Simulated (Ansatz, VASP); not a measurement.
**Ga in VASP and in Ansatz**

The input INCAR:

```
  PREC = Accurate
  ENCUT = 520
  EDIFF = 1E-6
  ISMEAR = 0
  SIGMA = 0.15
  LREAL = False
  LASPH = True
  NELM = 100
  ALGO = Fast
  ISIF = 2
  LWAVE = False
  LCHARG = False
  GGA = PS
  NBANDS = 20
```

Contents of KPOINTS:

```
regular mesh
0
Gamma
  18 18 16
```

The input POSCAR:

```
Ga
1.0
    1.4500000000     -4.0650000000      0.0000000000
    1.4500000000      4.0650000000      0.0000000000
    0.0000000000      0.0000000000      3.1700000000
Ga
2
Direct
    0.8103346058      0.0517343598      0.2500000000
    0.1330000000      0.8670000000      0.7500000000
```

Input for Ansatz:

```yaml
crystal:
  lattice:
    - [1.45, -4.065, 0.0]
    - [1.45, 4.065, 0.0]
    - [0.0, 0.0, 3.17]
  atoms:
    - { symbol: Ga, position: [0.8103346058, 0.0517343598, 0.25] }
    - { symbol: Ga, position: [0.133, 0.867, 0.75] }
basis:
  ecutwfc: 420
kpoints:
  mp_grid: { grid: [18, 18, 16] }
hamiltonian:
  xc: pbesol
scf:
  occupations: { method: gaussian, width: 0.15 }
output:
  forces: true
  stress: true
  eigenvalues: true
```

Alike in both runs: task single point; functional PBEsol; k mesh 18 × 18 × 16; occupations gaussian, width 0.15 eV; no spin polarisation.

|  | VASP | Ansatz |
| --- | --- | --- |
| version | VASP 6.6.1 | Ansatz 0.2.0 |
| potentials or method | VASP PAW PBE potentials, release 64 (Ga_d), cutoff 520 eV | scalar-relativistic, plane waves, PAW |
| valence electrons in the cell | 26 | 26 |

VASP gave:

| Item | Value |
| --- | --- |
| gap on the k mesh at the Fermi level (eV) | none |
| pressure (GPa) | -1.3 |
| traceless stress, the component that is largest in VASP (GPa) | -3.36 |
| rms of the force components (eV/Å) | 0.342 |

Task: Which values does Ansatz return?

Result: gap on the k mesh at the Fermi level (eV): none; pressure (GPa): -1.4; traceless stress, the component that is largest in VASP (GPa): -3.35; rms of the force components (eV/Å): 0.341.

VASP's potentials were made for PBE, not for PBEsol. Atom by atom the forces differ by 0.001 eV/Å (rms over components). A gap of «none» marks a metal or a gap that the smearing closes.
